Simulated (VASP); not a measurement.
# Cs (P-1) in VASP: single point with RPBE

Aim: the single point of Cs with RPBE.

Everything below comes from runs of VASP 6.6.1. Logs are shortened: lines on timing, memory, paths and dates and some standing lists are left out, and cuts for length are marked.

## 1. The cell of the first run

The typed cell holds 1 atom: a = 5.469 Å, b = 5.447 Å, c = 5.150 Å, α = 112.40°, β = 107.04°, γ = 109.18°.

## 2. Single point, RPBE

The input, INCAR:

```
PREC = Accurate ; ENCUT = 520
EDIFF = 1E-7 ; ISMEAR = -1
SIGMA = 0.08617333262145177 ; LREAL = F
LASPH = T ; NELM = 60
ALGO = Normal ; ISIF = 2
LWAVE = F ; LCHARG = T
GGA = RP ; LELF = T
LVHAR = T ; NBANDS = 10
```

The input, KPOINTS:

```
Automatic mesh
0
Gamma
  3 3 3
```

The input, POSCAR:

```
Cs
1.0
   -2.9999501100      3.2953864897      3.1697172071
    3.0785611877     -3.2012439099      3.1541857049
    2.8187509141      3.0200447140     -3.0755746272
Cs
1
Direct
    0.0000000000      0.0000000000      0.0000000000
```

Potentials or basis: VASP PAW PBE potentials, release 64 (Cs_sv).

Command:

```console
> cat potpaw_PBE.64/Cs_sv/POTCAR > POTCAR
> mpirun -np 1 vasp_std > vasp.out
```

OUTCAR:

```text
PREC = Accurate
   ENCUT = 520
   EDIFF = 1E-7
   ISMEAR = -1
   LREAL = F
   LASPH = T
   NELM = 60
   ISIF = 2
   GGA = RP

 ion  position               nearest neighbor table
   1  0.000  0.000  0.000-

  LATTYP: Found a triclinic cell.
 ALAT       =     5.3520562084
 B/A-ratio  =     1.1818059999
 C/A-ratio  =     1.1024956812
 COS(alpha) =     0.0252844271
 COS(beta)  =     0.5312691110
 COS(gamma) =     0.6222054934

  Lattice vectors:

 A1 = (   2.8973619918,   3.1141872938,   3.2483282848)
 A2 = (   0.0786110777,   0.0941425798,   6.3239029120)
 A3 = (   5.8973121018,  -0.1811991959,   0.0786110777)

Analysis of symmetry for initial positions (statically):
=====================================================================
 Subroutine PRICEL returns:
 Original cell was already a primitive cell.

 Routine SETGRP: Setting up the symmetry group for a
 triclinic supercell.

 Subroutine GETGRP returns: Found  2 space group operations
 (whereof  2 operations were pure point group operations)
 out of a pool of  2 trial point group operations.

The static configuration has the point symmetry S_2 .

Analysis of symmetry for dynamics (positions and initial velocities):
=====================================================================
 Subroutine PRICEL returns:
 Original cell was already a primitive cell.

 Routine SETGRP: Setting up the symmetry group for a
 triclinic supercell.

 Subroutine GETGRP returns: Found  2 space group operations
 (whereof  2 operations were pure point group operations)
 out of a pool of  2 trial point group operations.

The dynamic configuration has the point symmetry S_2 .

 Subroutine INISYM returns: Found  2 space group operations
 (whereof  2 operations are pure point group operations),
 and found     1 'primitive' translations

----------------------------------------------------------------------------------------

                                     Primitive cell

  volume of cell :     117.6131

  direct lattice vectors                    reciprocal lattice vectors
    -2.999950110  3.295386490  3.169717207     0.002719787  0.156098287  0.155772584
     3.078561188 -3.201243910  3.154185705     0.167565427  0.002482097  0.156010275
     2.818750914  3.020044714 -3.075574627     0.174651405  0.163421955 -0.004603881

  length of vectors
     5.468672595  5.447420400  5.150260778     0.220542899  0.228961872  0.239230108

  position of ions in fractional coordinates (direct lattice)
     0.000000000  0.000000000  0.000000000

  ion indices of the primitive-cell ions
   primitive index   ion index
                 1           1

----------------------------------------------------------------------------------------

 KPOINTS: Automatic mesh

Automatic generation of k-mesh.
 Grid dimensions read from file:
 generate k-points for:    3    3    3

 Generating k-lattice:

  Cartesian coordinates                     Fractional coordinates (reciprocal lattice)
     0.000906596  0.052032762  0.051924195     0.333333333  0.000000000  0.000000000
     0.055855142  0.000827366  0.052003425     0.000000000  0.333333333  0.000000000
     0.058217135  0.054473985 -0.001534627    -0.000000000  0.000000000  0.333333333

  Length of vectors
     0.073514300  0.076320624  0.079743369

  Shift w.r.t. Gamma in fractional coordinates (k-lattice)
     0.000000000  0.000000000  0.000000000

 Subroutine IBZKPT returns following result:
 ===========================================

 Found     14 irreducible k-points:

 Following reciprocal coordinates:
            Coordinates               Weight
  0.000000  0.000000  0.000000      1.000000
  0.333333  0.000000  0.000000      2.000000
  0.000000  0.333333  0.000000      2.000000
  0.333333  0.333333  0.000000      2.000000
 -0.333333  0.333333 -0.000000      2.000000
  0.000000 -0.000000  0.333333      2.000000
  0.333333  0.000000  0.333333      2.000000
 -0.333333  0.000000  0.333333      2.000000
  0.000000  0.333333  0.333333      2.000000
  0.333333  0.333333  0.333333      2.000000
 -0.333333  0.333333  0.333333      2.000000
  0.000000 -0.333333  0.333333      2.000000
  0.333333 -0.333333  0.333333      2.000000
 -0.333333 -0.333333  0.333333      2.000000
   k-points           NKPTS =     14   k-points in BZ     NKDIM =     14   number of bands    NBANDS=     10
   number of dos      NEDOS =    301   number of ions     NIONS =      1
   total plane-waves  NPLWV =  70560
   dimension x,y,z NGX =    42 NGY =   42 NGZ =   40
   dimension x,y,z NGXF=    84 NGYF=   84 NGZF=   80
   ions per type =               1
   NGX,Y,Z   is equivalent  to a cutoff of  12.77, 12.82, 12.91 a.u.
   NGXF,Y,Z  is equivalent  to a cutoff of  25.54, 25.64, 25.82 a.u.
 SYSTEM =  unknown system
   PREC   = accura    normal or accurate (medium, high low for compatibility)
   ISTART =      0    job   : 0-new  1-cont  2-samecut
   ICHARG =      2    charge: 1-file 2-atom 10-const
   ISPIN  =      1    spin polarized calculation?
   LNONCOLLINEAR =      F non collinear calculations
   LSORBIT =      F    spin-orbit coupling
   LASPH  =      T    aspherical Exc in radial PAW
   ENCUT  =  520.0 eV  38.22 Ry    6.18 a.u.  10.17 10.13  9.58*2*pi/ulx,y,z
   NELM   =     60;   NELMIN=  2; NELMDL= -5     # of ELM steps
   EDIFF  = 0.1E-06   stopping-criterion for ELM
   LREAL  =      F    real-space projection
   EDIFFG = 0.1E-05   stopping-criterion for IOM
   NSW    =      0    number of steps for IOM
   IBRION =     -1    ionic relax: 0-MD 1-quasi-New 2-CG
   NFREE  =      0    steps in history (QN), initial steepest desc. (CG)
   ISIF   =      2    stress and relaxation
   ISYM   =      2    0-nonsym 1-usesym 2-fastsym
   POTIM  = 0.5000    time-step for ionic-motion
   TEBEG  =    0.0;   TEEND  =   0.0 temperature during run
   PSTRESS=    0.0 pullay stress
   NELECT =       9.0000    total number of electrons
   NUPDOWN=      -1.0000    fix difference up-down
   EMIN   =  10.00;   EMAX   =-10.00  energy-range for DOS
   EFERMI =   0.00;   METHOD = LEGACY
   ISMEAR =    -1;   SIGMA  =   0.09  broadening in eV -4-tet -1-fermi 0-gaus
   EFERMI_NEDOS =   21; number of points for ismear=-14 and -15
   IALGO  =     38    algorithm
   IMIX   =      4    mixing-type and parameters
     AMIX     =   0.40;   BMIX     =  1.00
     AMIX_MAG =   1.60;   BMIX_MAG =  1.00
  volume/ion in A,a.u.               =     117.61       793.69
  Fermi-wavevector in a.u.,A,eV,Ry     =   0.695030  1.313417  6.572527  0.483067
  Thomas-Fermi vector in A             =   1.777689
   LORBIT       =      0    0 simple, 1 ext, 2 COOP (PROOUT), +10 PAW based schemes
   GGA     = RP    functional components
   LHFCALC =     F    Hartree Fock is set to
   AEXX    =    0.0000 exact exchange contribution
   IVDW    =     0    specifies the selected vdW correction
   LEPSILON=     F    determine dielectric tensor
   LRPA    =     F    only Hartree local field effects (RPA)
 non-spin polarized calculation
  energy-cutoff  :      520.00
  volume of cell :      117.61
 maximum number of plane-waves:      3186
 NGX is ok and might be reduce to    42
   NGX = 21   NGY = 21   NGZ = 19

 number of electron       9.0000001 magnetization

 Free energy of the ion-electron system (eV)
  ---------------------------------------------------
  ext. energy  EPLUGINS =         0.00000000
  ---------------------------------------------------
  free energy    TOTEN  =        -0.80435325 eV

  energy without entropy =       -0.79305329  energy(sigma->0) =       -0.79870327

 E-fermi :   0.5196     XC(G=0):  -5.2126

 val. band max:        0.0262312116   @ k =   0.0000  -0.0000   0.3333
 cond. band min:       0.6855481656   @ k =  -0.3333  -0.3333   0.3333
 fundamental gap:      0.6593169541
 Fermi energy:         0.5195522399

 k-point     1 :       0.0000    0.0000    0.0000
  band No.  band energies     occupation
      1     -23.4032      2.00000
      2     -10.1682      2.00000
      3     -10.1659      2.00000
      4     -10.1590      2.00000
      5      -1.1090      2.00000
      6       2.8102      0.00000
      7       3.0885      0.00000
      8       3.1977      0.00000
      9       3.7074      0.00000
     10       4.1093      0.00000

 k-point     2 :       0.3333    0.0000    0.0000
  band No.  band energies     occupation
      1     -23.3996      2.00000
      2     -10.2529      2.00000
      3     -10.1897      2.00000
      4     -10.1585      2.00000
      5      -0.1327      1.99897
      6       1.7484      0.00000
      7       2.5152      0.00000
      8       3.6872      0.00000
      9       4.0212      0.00000
     10       4.3125      0.00000

 k-point     3 :       0.0000    0.3333    0.0000
  band No.  band energies     occupation
      1     -23.3992      2.00000
      2     -10.2547      2.00000
      3     -10.1935      2.00000
      4     -10.1643      2.00000
      5      -0.0607      1.99762
      6       1.8588      0.00000
      7       2.2606      0.00000
      8       3.8983      0.00000
      9       3.9943      0.00000
     10       4.2425      0.00000

 k-point     4 :       0.3333    0.3333    0.0000
  band No.  band energies     occupation
      1     -23.3976      2.00000
      2     -10.2486      2.00000
      3     -10.2416      2.00000
      4     -10.1713      2.00000
      5       1.2763      0.00031
      6       1.3634      0.00011
      7       1.4077      0.00007
      8       3.8642      0.00000
      9       4.0604      0.00000
     10       4.3105      0.00000
[... 92 lines left out ...]
 k-point    12 :       0.0000   -0.3333    0.3333
  band No.  band energies     occupation
      1     -23.3981      2.00000
      2     -10.2681      2.00000
      3     -10.1942      2.00000
      4     -10.1617      2.00000
      5      -0.0728      1.99793
      6       1.8577      0.00000
      7       2.5657      0.00000
      8       3.5286      0.00000
      9       3.9088      0.00000
     10       4.2504      0.00000

 k-point    13 :       0.3333   -0.3333    0.3333
  band No.  band energies     occupation
      1     -23.3949      2.00000
      2     -10.2564      2.00000
      3     -10.2303      2.00000
      4     -10.2170      2.00000
      5       0.6922      0.23775
      6       1.5923      0.00001
      7       2.8396      0.00000
      8       3.1126      0.00000
      9       3.2320      0.00000
     10       4.2698      0.00000

 k-point    14 :      -0.3333   -0.3333    0.3333
  band No.  band energies     occupation
      1     -23.3949      2.00000
      2     -10.2553      2.00000
      3     -10.2338      2.00000
      4     -10.2144      2.00000
      5       0.6855      0.25432
      6       1.6009      0.00001
      7       2.8493      0.00000
      8       3.1089      0.00000
      9       3.2146      0.00000
     10       4.2675      0.00000

------------------------ aborting loop because EDIFF is reached ----------------------------------------

  FORCE on cell =-STRESS in cart. coord.  units (eV):
  Direction    XX          YY          ZZ          XY          YZ          ZX
  --------------------------------------------------------------------------------------
  -------------------------------------------------------------------------------------
  Total        0.1539655      0.0927000      0.1003721      0.0937789     -0.0609489     -0.0458562
  in kB        2.0973850      1.2627996      1.3673128      1.2774965     -0.8302722     -0.6246733
  external PRESSURE =       1.5758325 kB  Pullay stress =       0.0000000 kB

 VOLUME and BASIS-vectors are now :
 -----------------------------------------------------------------------------
  energy-cutoff  :      520.00
  volume of cell :      117.61
      direct lattice vectors                 reciprocal lattice vectors
    -2.999950110  3.295386490  3.169717207     0.002719787  0.156098287  0.155772584
     3.078561188 -3.201243910  3.154185705     0.167565427  0.002482097  0.156010275
     2.818750914  3.020044714 -3.075574627     0.174651405  0.163421955 -0.004603881

 POSITION                                       TOTAL-FORCE (eV/Angst)
 -----------------------------------------------------------------------------------
      0.00000      0.00000      0.00000         0.000000     -0.000000      0.000000
 -----------------------------------------------------------------------------------
    total drift:                               -0.000000      0.000000     -0.000000

  FREE ENERGIE OF THE ION-ELECTRON SYSTEM (eV)
  ---------------------------------------------------
  free  energy   TOTEN  =        -0.8043532541 eV

  energy  without entropy=       -0.7930532926  energy(sigma->0) =       -0.79870327
```

Wall time 29 s (1 thread of Intel Xeon 8259CL, shared host); peak memory 0.24 GiB.

What came out:

```
Free energy            : -0.8044 eV
Pressure               : 0.2 GPa
Band gap on the k mesh : zero (an odd number of electrons rules out a gap without spin polarisation)
```

Stress tensor (GPa, compression positive):
```
 0.21  0.13 -0.06
 0.13  0.13 -0.08
-0.06 -0.08  0.14
```

Caveat: the k points lie up to 0.48 Å⁻¹ apart, too coarse for converged energies and pressures of a metal; the PAW data sets were made with another functional, which shifts forces and pressure a little; spin-orbit coupling is left out, which moves the levels of the heavy elements.

The gap in the log of VASP goes by the Fermi energy; the results here count the filled bands.